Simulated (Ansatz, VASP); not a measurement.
Bi in VASP and in Ansatz

```
CELL_PARAMETERS angstrom
4.40283 0.00000 0.00000
-2.20142 3.81296 0.00000
0.00000 0.00000 11.82900
ATOMIC_POSITIONS crystal
Bi 0.33333 0.66667 0.25000
Bi 0.66667 0.33333 0.75000
```

Change from the starting cell: strain -0.030 along x and y, +0.000 along z, atoms carried along.

Alike in both runs: task single point; functional r2SCAN; k mesh 12 × 12 × 4; occupations gaussian, width 0.15 eV; no spin polarisation.

|  | VASP | Ansatz |
| --- | --- | --- |
| version | VASP 6.6.1 | Ansatz 0.2.0 |
| potentials or method | VASP PAW PBE potentials, release 64 (Bi_d), cutoff 520 eV | scalar-relativistic, plane waves, PAW |
| valence electrons in the cell | 30 | 30 |

|  | VASP | Ansatz | Ansatz less VASP |
| --- | --- | --- | --- |
| gap on the k mesh at the Fermi level (eV) | none | none | - |
| pressure (GPa) | -3.9 | -3.9 | +0.02 |
| traceless stress, the component that is largest in VASP (GPa) | 3.42 | 3.42 | 0.000 |

VASP's potentials were made for PBE, not for r2SCAN. A gap of «none» marks a metal or a gap that the smearing closes.

Spin-orbit coupling is off throughout.
